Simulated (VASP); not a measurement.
# Si2B3 (Pmmm) in VASP: single point with PBE

Aim: the single point of Si2B3 with PBE.

All numbers are computed with VASP 6.6.1; they aren't measurements. Logs are shortened: lines on timing, memory, paths and dates and some standing lists are left out, and cuts for length are marked.

### Step 1. The cell of the first run

Symmetry: Pmmm, No. 47, orthorhombic system. Conventional cell: a = 3.129 Å, b = 4.708 Å, c = 5.196 Å, α = 90.00°, β = 90.00°, γ = 90.00°. Within 2.7 Å of Si (site symmetry mm2) lie 4 B at 2.01 to 2.04 Å and 2 Si at 2.54 to 2.66 Å. B (site symmetry m2m) has 1 B at 1.60 Å and 2 Si at 2.04 Å within 2.1 Å. Within 2.7 Å of B (site symmetry mmm) lie 4 Si at 2.01 Å.

The cell was generated, and may not be a known phase.

### Step 2. Single point, PBE

INCAR

```
SYSTEM = Si2B3
PREC     = Accurate       ! precision mode
ENCUT    = 500            ! plane-wave cutoff, eV
EDIFF    = 1E-6           ! SCF threshold, eV
ISMEAR   = 0              ! smearing method
SIGMA    = 0.2            ! smearing width, eV
LREAL    = .False.        ! projectors in reciprocal space
LASPH    = .True.         ! aspherical terms in the spheres
NELM     = 120            ! most SCF steps
ALGO     = Normal         ! electronic algorithm
ISIF     = 2              ! what is computed and relaxed
LWAVE    = .False.        ! write WAVECAR
LCHARG   = .False.        ! write CHGCAR
GGA      = PE             ! functional
NBANDS   = 16             ! bands
GGA_COMPAT= .False.
```

KPOINTS

```
regular mesh
0
Gamma
  4 4 5
  0 0 0
```

POSCAR

```
Si2B3
1.0
    5.1957411932      0.0000000000      0.0000000000
    0.0000000000      4.7083039562      0.0000000000
    0.0000000000      0.0000000000      3.1287313557
Si B
2 3
Direct
    0.7557001062      0.0000000000      0.3262782899
    0.2442998938      0.0000000000      0.3262782899
    0.5000000000      0.3295971862      0.3262801554
    0.5000000000      0.6704028138      0.3262801554
    0.0000000000      0.0000000000      0.8262923093
```

Potentials or basis: VASP PAW PBE potentials, release 64 (Si, B).

Started as:

```
$ cat potpaw_PBE.64/Si/POTCAR potpaw_PBE.64/B/POTCAR > POTCAR
$ mpirun -np 1 vasp_std > vasp.out
```

OUTCAR:

```text
SYSTEM = Si2B3
   PREC = Accurate
   ENCUT = 500
   EDIFF = 1E-6
   ISMEAR = 0
   LREAL = .False.
   LASPH = .True.
   NELM = 120
   ISIF = 2
   GGA = PE

 ion  position               nearest neighbor table
   1  0.756  0.000  0.326-   5 2.01   5 2.01   4 2.04   3 2.04   2 2.54   2 2.66
   2  0.244  0.000  0.326-   5 2.01   5 2.01   4 2.04   3 2.04   1 2.54   1 2.66
   3  0.500  0.330  0.326-   4 1.60   2 2.04   1 2.04
   4  0.500  0.670  0.326-   3 1.60   2 2.04   1 2.04
   5  0.000  0.000  0.826-   1 2.01   2 2.01   1 2.01   2 2.01

  LATTYP: Found a simple orthorhombic cell.
 ALAT       =     3.1287313557
 B/A-ratio  =     1.5048604118
 C/A-ratio  =     1.6606543044

  Lattice vectors:

 A1 = (   0.0000000000,   0.0000000000,  -3.1287313557)
 A2 = (   0.0000000000,   4.7083039562,   0.0000000000)
 A3 = (   5.1957411932,   0.0000000000,   0.0000000000)

Analysis of symmetry for initial positions (statically):
=====================================================================
 Subroutine PRICEL returns:
 Original cell was already a primitive cell.

 Routine SETGRP: Setting up the symmetry group for a
 simple orthorhombic supercell.

 Subroutine GETGRP returns: Found  4 space group operations
 (whereof  4 operations were pure point group operations)
 out of a pool of  8 trial point group operations.

The static configuration has the point symmetry C_2v.

Analysis of symmetry for dynamics (positions and initial velocities):
=====================================================================
 Subroutine PRICEL returns:
 Original cell was already a primitive cell.

 Routine SETGRP: Setting up the symmetry group for a
 simple orthorhombic supercell.

 Subroutine GETGRP returns: Found  4 space group operations
 (whereof  4 operations were pure point group operations)
 out of a pool of  8 trial point group operations.

The dynamic configuration has the point symmetry C_2v.

 Subroutine INISYM returns: Found  4 space group operations
 (whereof  4 operations are pure point group operations),
 and found     1 'primitive' translations

----------------------------------------------------------------------------------------

                                     Primitive cell

  volume of cell :      76.5386

  direct lattice vectors                    reciprocal lattice vectors
     5.195741193  0.000000000  0.000000000     0.192465322  0.000000000  0.000000000
     0.000000000  4.708303956  0.000000000     0.000000000  0.212390706  0.000000000
     0.000000000  0.000000000  3.128731356     0.000000000  0.000000000  0.319618365

  length of vectors
     5.195741193  4.708303956  3.128731356     0.192465322  0.212390706  0.319618365

  position of ions in fractional coordinates (direct lattice)
     0.755700106  0.000000000  0.326278290
     0.244299894  0.000000000  0.326278290
     0.500000000  0.329597186  0.326280155
     0.500000000  0.670402814  0.326280155
     0.000000000  0.000000000  0.826292309

  ion indices of the primitive-cell ions
   primitive index   ion index
                 1           1
                 2           2
                 3           3
                 4           4
                 5           5

----------------------------------------------------------------------------------------

 KPOINTS: regular mesh

Automatic generation of k-mesh.
 Grid dimensions read from file:
 generate k-points for:    4    4    5

 Generating k-lattice:

  Cartesian coordinates                     Fractional coordinates (reciprocal lattice)
     0.048116330  0.000000000  0.000000000     0.250000000  0.000000000  0.000000000
     0.000000000  0.053097676  0.000000000     0.000000000  0.250000000  0.000000000
     0.000000000  0.000000000  0.063923673     0.000000000  0.000000000  0.200000000

  Length of vectors
     0.048116330  0.053097676  0.063923673

  Shift w.r.t. Gamma in fractional coordinates (k-lattice)
     0.000000000  0.000000000  0.000000000

 Subroutine IBZKPT returns following result:
 ===========================================

 Found     27 irreducible k-points:

 Following reciprocal coordinates:
            Coordinates               Weight
  0.000000  0.000000  0.000000      1.000000
  0.250000  0.000000  0.000000      2.000000
  0.500000  0.000000  0.000000      1.000000
  0.000000  0.250000  0.000000      2.000000
  0.250000  0.250000  0.000000      4.000000
  0.500000  0.250000  0.000000      2.000000
[... 16 lines left out ...]
  0.250000  0.250000  0.400000      8.000000
  0.500000  0.250000  0.400000      4.000000
 [... further k-points ...]
   k-points           NKPTS =     27   k-points in BZ     NKDIM =     27   number of bands    NBANDS=     16
   number of dos      NEDOS =    301   number of ions     NIONS =      5
   total plane-waves  NPLWV =  34560
   dimension x,y,z NGX =    40 NGY =   36 NGZ =   24
   dimension x,y,z NGXF=    80 NGYF=   72 NGZF=   48
   ions per type =               2   3
   NGX,Y,Z   is equivalent  to a cutoff of  12.80, 12.71, 12.75 a.u.
   NGXF,Y,Z  is equivalent  to a cutoff of  25.60, 25.42, 25.50 a.u.
 SYSTEM =  Si2B3
   PREC   = accura    normal or accurate (medium, high low for compatibility)
   ISTART =      0    job   : 0-new  1-cont  2-samecut
   ICHARG =      2    charge: 1-file 2-atom 10-const
   ISPIN  =      1    spin polarized calculation?
   LNONCOLLINEAR =      F non collinear calculations
   LSORBIT =      F    spin-orbit coupling
   LASPH  =      T    aspherical Exc in radial PAW
   ENCUT  =  500.0 eV  36.75 Ry    6.06 a.u.   9.47  8.58  5.70*2*pi/ulx,y,z
   NELM   =    120;   NELMIN=  2; NELMDL= -5     # of ELM steps
   EDIFF  = 0.1E-05   stopping-criterion for ELM
   LREAL  =      F    real-space projection
   EDIFFG = 0.1E-04   stopping-criterion for IOM
   NSW    =      0    number of steps for IOM
   IBRION =     -1    ionic relax: 0-MD 1-quasi-New 2-CG
   NFREE  =      0    steps in history (QN), initial steepest desc. (CG)
   ISIF   =      2    stress and relaxation
   ISYM   =      2    0-nonsym 1-usesym 2-fastsym
   POTIM  = 0.5000    time-step for ionic-motion
   TEBEG  =    0.0;   TEEND  =   0.0 temperature during run
   PSTRESS=    0.0 pullay stress
   NELECT =      17.0000    total number of electrons
   NUPDOWN=      -1.0000    fix difference up-down
   EMIN   =  10.00;   EMAX   =-10.00  energy-range for DOS
   EFERMI =   0.00;   METHOD = LEGACY
   ISMEAR =     0;   SIGMA  =   0.20  broadening in eV -4-tet -1-fermi 0-gaus
   EFERMI_NEDOS =   21; number of points for ismear=-14 and -15
   IALGO  =     38    algorithm
   IMIX   =      4    mixing-type and parameters
     AMIX     =   0.40;   BMIX     =  1.00
     AMIX_MAG =   1.60;   BMIX_MAG =  1.00
  volume/ion in A,a.u.               =      15.31       103.30
  Fermi-wavevector in a.u.,A,eV,Ry     =   0.991435  1.873541 13.373764  0.982944
  Thomas-Fermi vector in A             =   2.123176
   LORBIT       =      0    0 simple, 1 ext, 2 COOP (PROOUT), +10 PAW based schemes
   GGA     = PE    functional components
   LHFCALC =     F    Hartree Fock is set to
   AEXX    =    0.0000 exact exchange contribution
   IVDW    =     0    specifies the selected vdW correction
   LEPSILON=     F    determine dielectric tensor
   LRPA    =     F    only Hartree local field effects (RPA)
 non-spin polarized calculation
 Gauss-broadening in eV      SIGMA  =   0.20
  energy-cutoff  :      500.00
  volume of cell :       76.54
 maximum number of plane-waves:      1958
 NGX is ok and might be reduce to    40
   NGX = 19   NGY = 17   NGZ = 11

 number of electron      17.0000000 magnetization

 Free energy of the ion-electron system (eV)
  ---------------------------------------------------
  ext. energy  EPLUGINS =         0.00000000
  ---------------------------------------------------
  free energy    TOTEN  =       -27.27116508 eV

  energy without entropy =      -27.24702185  energy(sigma->0) =      -27.25909346

 E-fermi :   3.5837     XC(G=0):  -9.1246

 val. band max:        3.5417018035   @ k =   0.0000   0.0000   0.2000
 cond. band min:       3.7454190276   @ k =   0.0000   0.0000   0.2000
 fundamental gap:      0.2037172241
 Fermi energy:         3.5837330318

 k-point     1 :       0.0000    0.0000    0.0000
  band No.  band energies     occupation
      1      -8.9642      2.00000
      2      -4.8847      2.00000
      3      -3.7486      2.00000
      4      -2.0461      2.00000
      5      -1.8298      2.00000
      6       2.0104      2.00000
[... 8 lines left out ...]
     15      10.1350      0.00000
     16      12.1471      0.00000

 k-point     2 :       0.2500    0.0000    0.0000
  band No.  band energies     occupation
      1      -8.6644      2.00000
      2      -6.3198      2.00000
      3      -2.5526      2.00000
      4      -1.8622      2.00000
      5      -1.1692      2.00000
      6       1.2930      2.00000
[... 8 lines left out ...]
     15       9.8608      0.00000
     16      12.0116      0.00000

 k-point     3 :       0.5000    0.0000    0.0000
  band No.  band energies     occupation
      1      -7.8952      2.00000
      2      -7.6279      2.00000
      3      -2.2837      2.00000
      4      -1.6103      2.00000
      5       0.5016      2.00000
      6       0.9495      2.00000
[... 8 lines left out ...]
     15      10.2009      0.00000
     16      10.8191      0.00000

 k-point     4 :       0.0000    0.2500    0.0000
  band No.  band energies     occupation
      1      -8.8445      2.00000
      2      -4.8896      2.00000
      3      -3.6318      2.00000
      4      -3.6062      2.00000
      5       0.0374      2.00000
      6       1.4923      2.00000
[... 8 lines left out ...]
     15      10.7611      0.00000
     16      11.6692      0.00000
[... 324 lines left out ...]
 k-point    22 :       0.0000    0.2500    0.4000
  band No.  band energies     occupation
      1      -7.1400      2.00000
      2      -3.9708      2.00000
      3      -3.2174      2.00000
      4      -2.4357      2.00000
      5      -1.4997      2.00000
      6       0.9446      2.00000
[... 8 lines left out ...]
     15      10.7423      0.00000
     16      10.8593      0.00000

 k-point    23 :       0.2500    0.2500    0.4000
  band No.  band energies     occupation
      1      -6.8413      2.00000
      2      -4.6796      2.00000
      3      -3.2502      2.00000
      4      -2.8150      2.00000
      5      -0.7060      2.00000
      6       0.7068      2.00000
[... 8 lines left out ...]
     15      10.9985      0.00000
     16      11.3908      0.00000

 k-point    24 :       0.5000    0.2500    0.4000
  band No.  band energies     occupation
      1      -5.9767      2.00000
      2      -5.9629      2.00000
      3      -3.0792      2.00000
      4      -2.8061      2.00000
      5      -1.1418      2.00000
      6       1.1369      2.00000
[... 8 lines left out ...]
     15      10.7433      0.00000
     16      10.7780      0.00000

 [... further k-points ...]
[... 5 lines left out ...]
  --------------------------------------------------------------------------------------
  -------------------------------------------------------------------------------------
  Total       -0.0148028      0.1323587     -0.1051109      0.0000000      0.0000000      0.0000000
  in kB       -0.3098672      2.7706573     -2.2002799      0.0000000      0.0000000      0.0000000
  external PRESSURE =       0.0868368 kB  Pullay stress =       0.0000000 kB

 VOLUME and BASIS-vectors are now :
 -----------------------------------------------------------------------------
  energy-cutoff  :      500.00
  volume of cell :       76.54
      direct lattice vectors                 reciprocal lattice vectors
     5.195741193  0.000000000  0.000000000     0.192465322  0.000000000  0.000000000
     0.000000000  4.708303956  0.000000000     0.000000000  0.212390706  0.000000000
     0.000000000  0.000000000  3.128731356     0.000000000  0.000000000  0.319618365

 POSITION                                       TOTAL-FORCE (eV/Angst)
 -----------------------------------------------------------------------------------
      3.92642      0.00000      1.02084         0.013381      0.000000      0.000421
      1.26932      0.00000      1.02084        -0.013381      0.000000      0.000421
      2.59787      1.55184      1.02084         0.000000      0.000355      0.000034
      2.59787      3.15646      1.02084         0.000000     -0.000355      0.000034
      0.00000      0.00000      2.58525         0.000000      0.000000     -0.000911
 -----------------------------------------------------------------------------------
    total drift:                                0.000000      0.000000      0.000029

  FREE ENERGIE OF THE ION-ELECTRON SYSTEM (eV)
  ---------------------------------------------------
  free  energy   TOTEN  =       -27.2711650752 eV

  energy  without entropy=      -27.2470218517  energy(sigma->0) =      -27.25909346
```

It took 23 s on 1 thread of Intel Xeon Platinum 8259CL at 2.50GHz (Skylake/Cascade Lake), shared host; peak memory 0.18 GiB.

What came out:

- Free energy: -27.2712 eV
- Pressure: 0.0 GPa
- Largest force: 0.013 eV/Å
- Band gap on the k mesh: zero (an odd number of electrons rules out a gap without spin polarisation)

Forces in eV/Å, atoms in the order of the input:
```
Si   0.013  0.000  0.000
Si  -0.013  0.000  0.000
B    0.000  0.000  0.000
B    0.000  0.000  0.000
B    0.000  0.000 -0.001
```

Stress tensor (GPa, compression positive):
```
-0.03  0.00  0.00
 0.00  0.28  0.00
 0.00  0.00 -0.22
```

Caveat: the k points lie up to 0.40 Å⁻¹ apart, too coarse for converged energies and pressures of a metal.

The gap in the log of VASP goes by the Fermi energy; the results here count the filled bands.